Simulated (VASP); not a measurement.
# SbMo (CsCl type) (Pm-3m) in VASP: a series of runs

Runs on SbMo (CsCl type). Level: LDA. Tasks: single point.

All numbers are computed with VASP 6.6.1; they aren't measurements. Logs are shortened: lines on timing, memory, paths and dates and some standing lists are left out, and cuts for length are marked.

**1. The cell of the first run**

The structure is cubic, space group Pm-3m (No. 221). The conventional cell has a = 3.263 Å, b = 3.263 Å, c = 3.263 Å, α = 90.00°, β = 90.00°, γ = 90.00°. Within 3.7 Å of Mo (site symmetry m-3m) lie 8 Sb at 2.83 Å and 6 Mo at 3.26 Å. Within 3.7 Å of Sb (site symmetry m-3m) lie 8 Mo at 2.83 Å and 6 Sb at 3.26 Å.

**2. Single point, LDA**

File INCAR:

```
PREC     = Accurate       # precision mode
ENCUT    = 520            # plane-wave cutoff, eV
EDIFF    = 1E-7           # SCF threshold, eV
ISMEAR   = -1             # smearing method
SIGMA    = 0.08           # smearing width, eV
LREAL    = F              # projectors in reciprocal space
LASPH    = T              # aspherical terms in the spheres
NELM     = 60             # most SCF steps
ALGO     = Normal         # electronic algorithm
ISIF     = 2              # what is computed and relaxed
LWAVE    = F              # write WAVECAR
LCHARG   = F              # write CHGCAR
GGA      = CA             # functional
NBANDS   = 16             # bands
```

File KPOINTS:

```
regular mesh
0
Gamma
  13 13 13
```

File POSCAR:

```
SbMo
1.0
    3.2628370853      0.0000000000      0.0000000000
    0.0000000000      3.2628370853      0.0000000000
    0.0000000000      0.0000000000      3.2628370853
Mo Sb
1 1
Direct
    0.0000000000      0.0000000000      0.0000000000
    0.5000000000      0.5000000000      0.5000000000
```

Potentials or basis: VASP PAW LDA potentials, release 64 (Mo_sv, Sb).

Command:

```sh
> cat potpaw_LDA.64/Mo_sv/POTCAR potpaw_LDA.64/Sb/POTCAR > POTCAR
> mpirun -np 1 vasp_std > vasp.out
```

OUTCAR:

```text
PREC = Accurate
   ENCUT = 520
   EDIFF = 1E-7
   ISMEAR = -1
   LREAL = F
   LASPH = T
   NELM = 60
   ISIF = 2
   GGA = CA

 ion  position               nearest neighbor table
   1  0.000  0.000  0.000-   2 2.83   2 2.83   2 2.83   2 2.83   2 2.83   2 2.83   2 2.83   2 2.83

   2  0.500  0.500  0.500-   1 2.83   1 2.83   1 2.83   1 2.83   1 2.83   1 2.83   1 2.83   1 2.83

  LATTYP: Found a simple cubic cell.
 ALAT       =     3.2628370853

  Lattice vectors:

 A1 = (   3.2628370853,   0.0000000000,   0.0000000000)
 A2 = (   0.0000000000,   3.2628370853,   0.0000000000)
 A3 = (   0.0000000000,   0.0000000000,   3.2628370853)

Analysis of symmetry for initial positions (statically):
=====================================================================
 Subroutine PRICEL returns:
 Original cell was already a primitive cell.

 Routine SETGRP: Setting up the symmetry group for a
 simple cubic supercell.

 Subroutine GETGRP returns: Found 48 space group operations
 (whereof 48 operations were pure point group operations)
 out of a pool of 48 trial point group operations.

The static configuration has the point symmetry O_h .

Analysis of symmetry for dynamics (positions and initial velocities):
=====================================================================
 Subroutine PRICEL returns:
 Original cell was already a primitive cell.

 Routine SETGRP: Setting up the symmetry group for a
 simple cubic supercell.

 Subroutine GETGRP returns: Found 48 space group operations
 (whereof 48 operations were pure point group operations)
 out of a pool of 48 trial point group operations.

The dynamic configuration has the point symmetry O_h .

 Subroutine INISYM returns: Found 48 space group operations
 (whereof 48 operations are pure point group operations),
 and found     1 'primitive' translations

----------------------------------------------------------------------------------------

                                     Primitive cell

  volume of cell :      34.7365

  direct lattice vectors                    reciprocal lattice vectors
     3.262837085  0.000000000  0.000000000     0.306481744  0.000000000  0.000000000
     0.000000000  3.262837085  0.000000000     0.000000000  0.306481744  0.000000000
     0.000000000  0.000000000  3.262837085     0.000000000  0.000000000  0.306481744

  length of vectors
     3.262837085  3.262837085  3.262837085     0.306481744  0.306481744  0.306481744

  position of ions in fractional coordinates (direct lattice)
     0.000000000  0.000000000  0.000000000
     0.500000000  0.500000000  0.500000000

  ion indices of the primitive-cell ions
   primitive index   ion index
                 1           1
                 2           2

----------------------------------------------------------------------------------------

 KPOINTS: regular mesh

Automatic generation of k-mesh.
 Grid dimensions read from file:
 generate k-points for:   13   13   13

 Generating k-lattice:

  Cartesian coordinates                     Fractional coordinates (reciprocal lattice)
     0.023575519  0.000000000  0.000000000     0.076923077  0.000000000  0.000000000
     0.000000000  0.023575519  0.000000000     0.000000000  0.076923077  0.000000000
     0.000000000  0.000000000  0.023575519     0.000000000  0.000000000  0.076923077

  Length of vectors
     0.023575519  0.023575519  0.023575519

  Shift w.r.t. Gamma in fractional coordinates (k-lattice)
     0.000000000  0.000000000  0.000000000

 Subroutine IBZKPT returns following result:
 ===========================================

 Found     84 irreducible k-points:

 Following reciprocal coordinates:
            Coordinates               Weight
  0.000000  0.000000  0.000000      1.000000
  0.076923  0.000000  0.000000      6.000000
  0.153846  0.000000  0.000000      6.000000
  0.230769  0.000000  0.000000      6.000000
  0.307692  0.000000  0.000000      6.000000
  0.384615  0.000000  0.000000      6.000000
[... 16 lines left out ...]
  0.307692  0.307692  0.000000     12.000000
  0.384615  0.307692  0.000000     24.000000
 [... further k-points ...]
   k-points           NKPTS =     84   k-points in BZ     NKDIM =     84   number of bands    NBANDS=     16
   number of dos      NEDOS =    301   number of ions     NIONS =      2
   total plane-waves  NPLWV =  13824
   dimension x,y,z NGX =    24 NGY =   24 NGZ =   24
   dimension x,y,z NGXF=    48 NGYF=   48 NGZF=   48
   ions per type =               1   1
   NGX,Y,Z   is equivalent  to a cutoff of  12.23, 12.23, 12.23 a.u.
   NGXF,Y,Z  is equivalent  to a cutoff of  24.46, 24.46, 24.46 a.u.
 SYSTEM =  unknown system
   PREC   = accura    normal or accurate (medium, high low for compatibility)
   ISTART =      0    job   : 0-new  1-cont  2-samecut
   ICHARG =      2    charge: 1-file 2-atom 10-const
   ISPIN  =      1    spin polarized calculation?
   LNONCOLLINEAR =      F non collinear calculations
   LSORBIT =      F    spin-orbit coupling
   LASPH  =      T    aspherical Exc in radial PAW
   ENCUT  =  520.0 eV  38.22 Ry    6.18 a.u.   6.07  6.07  6.07*2*pi/ulx,y,z
   NELM   =     60;   NELMIN=  2; NELMDL= -5     # of ELM steps
   EDIFF  = 0.1E-06   stopping-criterion for ELM
   LREAL  =      F    real-space projection
   EDIFFG = 0.1E-05   stopping-criterion for IOM
   NSW    =      0    number of steps for IOM
   IBRION =     -1    ionic relax: 0-MD 1-quasi-New 2-CG
   NFREE  =      0    steps in history (QN), initial steepest desc. (CG)
   ISIF   =      2    stress and relaxation
   ISYM   =      2    0-nonsym 1-usesym 2-fastsym
   POTIM  = 0.5000    time-step for ionic-motion
   TEBEG  =    0.0;   TEEND  =   0.0 temperature during run
   PSTRESS=    0.0 pullay stress
   NELECT =      19.0000    total number of electrons
   NUPDOWN=      -1.0000    fix difference up-down
   EMIN   =  10.00;   EMAX   =-10.00  energy-range for DOS
   EFERMI =   0.00;   METHOD = LEGACY
   ISMEAR =    -1;   SIGMA  =   0.08  broadening in eV -4-tet -1-fermi 0-gaus
   EFERMI_NEDOS =   21; number of points for ismear=-14 and -15
   IALGO  =     38    algorithm
   IMIX   =      4    mixing-type and parameters
     AMIX     =   0.40;   BMIX     =  1.00
     AMIX_MAG =   1.60;   BMIX_MAG =  1.00
  volume/ion in A,a.u.               =      17.37       117.21
  Fermi-wavevector in a.u.,A,eV,Ry     =   1.338846  2.530052 24.388562  1.792509
  Thomas-Fermi vector in A             =   2.467284
   LORBIT       =      0    0 simple, 1 ext, 2 COOP (PROOUT), +10 PAW based schemes
   GGA     = CA    functional components
   LHFCALC =     F    Hartree Fock is set to
   AEXX    =    0.0000 exact exchange contribution
   IVDW    =     0    specifies the selected vdW correction
   LEPSILON=     F    determine dielectric tensor
   LRPA    =     F    only Hartree local field effects (RPA)
 non-spin polarized calculation
  energy-cutoff  :      520.00
  volume of cell :       34.74
 maximum number of plane-waves:       950
   NGX = 13   NGY = 13   NGZ = 13

 number of electron      18.9999995 magnetization

 Free energy of the ion-electron system (eV)
  ---------------------------------------------------
  ext. energy  EPLUGINS =         0.00000000
  ---------------------------------------------------
  free energy    TOTEN  =       -16.57311004 eV

  energy without entropy =      -16.53678753  energy(sigma->0) =      -16.55494878

 E-fermi :  12.7307     XC(G=0): -12.6725

 val. band max:       12.7160746870   @ k =   0.4615   0.2308   0.0769
 cond. band min:      12.7495687135   @ k =   0.2308   0.1538   0.0769
 fundamental gap:      0.0334940265
 Fermi energy:        12.7306762097

 k-point     1 :       0.0000    0.0000    0.0000
  band No.  band energies     occupation
      1     -47.5761      2.00000
      2     -21.8179      2.00000
      3     -21.8179      2.00000
      4     -21.8179      2.00000
      5      -0.4575      2.00000
      6       9.8031      2.00000
[... 8 lines left out ...]
     15      22.2371      0.00000
     16      22.2371      0.00000

 k-point     2 :       0.0769    0.0000    0.0000
  band No.  band energies     occupation
      1     -47.5753      2.00000
      2     -21.8303      2.00000
      3     -21.8165      2.00000
      4     -21.8165      2.00000
      5      -0.3648      2.00000
      6       9.7019      2.00000
[... 8 lines left out ...]
     15      21.9079      0.00000
     16      22.4872      0.00000

 k-point     3 :       0.1538    0.0000    0.0000
  band No.  band energies     occupation
      1     -47.5730      2.00000
      2     -21.8646      2.00000
      3     -21.8126      2.00000
      4     -21.8126      2.00000
      5      -0.0912      2.00000
      6       9.2678      2.00000
[... 8 lines left out ...]
     15      21.1705      0.00000
     16      23.4645      0.00000

 k-point     4 :       0.2308    0.0000    0.0000
  band No.  band energies     occupation
      1     -47.5697      2.00000
      2     -21.9126      2.00000
      3     -21.8071      2.00000
      4     -21.8071      2.00000
      5       0.3489      2.00000
      6       8.3801      2.00000
[... 8 lines left out ...]
     15      21.0281      0.00000
     16      25.1647      0.00000
[... 324 lines left out ...]
 k-point    22 :       0.4615    0.2308    0.0000
  band No.  band energies     occupation
      1     -47.5554      2.00000
      2     -22.0131      2.00000
      3     -21.8841      2.00000
      4     -21.7877      2.00000
      5       2.3723      2.00000
      6       6.2705      2.00000
[... 8 lines left out ...]
     15      20.4272      0.00000
     16      23.4437      0.00000

 k-point    23 :       0.3077    0.3077    0.0000
  band No.  band energies     occupation
      1     -47.5564      2.00000
      2     -21.9448      2.00000
      3     -21.9393      2.00000
      4     -21.7897      2.00000
      5       1.8980      2.00000
      6       7.6954      2.00000
[... 8 lines left out ...]
     15      21.8756      0.00000
     16      24.2374      0.00000

 k-point    24 :       0.3846    0.3077    0.0000
  band No.  band energies     occupation
      1     -47.5536      2.00000
      2     -21.9824      2.00000
      3     -21.9358      2.00000
      4     -21.7864      2.00000
      5       2.2854      2.00000
      6       7.2668      2.00000
[... 8 lines left out ...]
     15      21.4924      0.00000
     16      24.0688      0.00000

 [... further k-points ...]

------------------------ aborting loop because EDIFF is reached ----------------------------------------

  FORCE on cell =-STRESS in cart. coord.  units (eV):
  Direction    XX          YY          ZZ          XY          YZ          ZX
  --------------------------------------------------------------------------------------
  -------------------------------------------------------------------------------------
  Total        0.1383112      0.1383112      0.1383112     -0.0000000      0.0000000     -0.0000000
  in kB        6.3794283      6.3794283      6.3794283     -0.0000000      0.0000000     -0.0000000
  external PRESSURE =       6.3794283 kB  Pullay stress =       0.0000000 kB

 VOLUME and BASIS-vectors are now :
 -----------------------------------------------------------------------------
  energy-cutoff  :      520.00
  volume of cell :       34.74
      direct lattice vectors                 reciprocal lattice vectors
     3.262837085  0.000000000  0.000000000     0.306481744  0.000000000  0.000000000
     0.000000000  3.262837085  0.000000000     0.000000000  0.306481744  0.000000000
     0.000000000  0.000000000  3.262837085     0.000000000  0.000000000  0.306481744

 POSITION                                       TOTAL-FORCE (eV/Angst)
 -----------------------------------------------------------------------------------
      0.00000      0.00000      0.00000         0.000000      0.000000      0.000000
      1.63142      1.63142      1.63142         0.000000      0.000000      0.000000
 -----------------------------------------------------------------------------------
    total drift:                                0.000000      0.000000      0.000000

  FREE ENERGIE OF THE ION-ELECTRON SYSTEM (eV)
  ---------------------------------------------------
  free  energy   TOTEN  =       -16.5731100371 eV

  energy  without entropy=      -16.5367875263  energy(sigma->0) =      -16.55494878
```

Run time: 23 s. Hardware: 1 thread of Intel Xeon Platinum 8259CL at 2.50GHz (Skylake/Cascade Lake), shared host; peak memory 0.16 GiB.

What came out:

```yaml
Free_energy: -16.5731 eV
Pressure: 0.6 GPa
Band_gap_on_the_k_mesh: zero (an odd number of electrons rules out a gap without spin polarisation)
```

Caveat: spin-orbit coupling is left out, which moves the levels of the heavy elements.

**3. Single point, LDA**

File INCAR:

```
SYSTEM = SbMo
PREC     = Accurate       ! precision mode
ENCUT    = 520            ! plane-wave cutoff, eV
EDIFF    = 1E-6           ! SCF threshold, eV
ISMEAR   = -1             ! smearing method
SIGMA    = 0.08           ! smearing width, eV
LREAL    = .False.        ! projectors in reciprocal space
LASPH    = .True.         ! aspherical terms in the spheres
NELM     = 80             ! most SCF steps
ALGO     = Normal         ! electronic algorithm
ISIF     = 2              ! what is computed and relaxed
LWAVE    = .False.        ! write WAVECAR
LCHARG   = .False.        ! write CHGCAR
GGA      = CA             ! functional
NBANDS   = 16             ! bands
```

File KPOINTS:

```
Automatic mesh
0
Gamma
  13 13 13
  0 0 0
```

POSCAR is that of step 2.

Potentials or basis: VASP PAW LDA potentials, release 64 (Mo_sv, Sb).

Command:

```sh
> cat potpaw_LDA.64/Mo_sv/POTCAR potpaw_LDA.64/Sb/POTCAR > POTCAR
> mpirun -np 1 vasp_std > vasp.out
```

Run time: 18 s. Hardware: 1 thread of Intel Xeon Platinum 8259CL at 2.50GHz (Skylake/Cascade Lake), shared host; peak memory 0.16 GiB.

Results (log left out):

* Free energy: -16.5731 eV
* Pressure: 0.6 GPa
* Band gap on the k mesh: zero (an odd number of electrons rules out a gap without spin polarisation)

Levels at points of the mesh, in eV from the Fermi level:
```tsv
k point	band 7	band 8	band 9	band 10	band 11	band 12
(0.00, 0.00, 0.00)	-2.93	0.77	0.77	0.77	1.12	1.12
```

Caveat: spin-orbit coupling is left out, which moves the levels of the heavy elements.
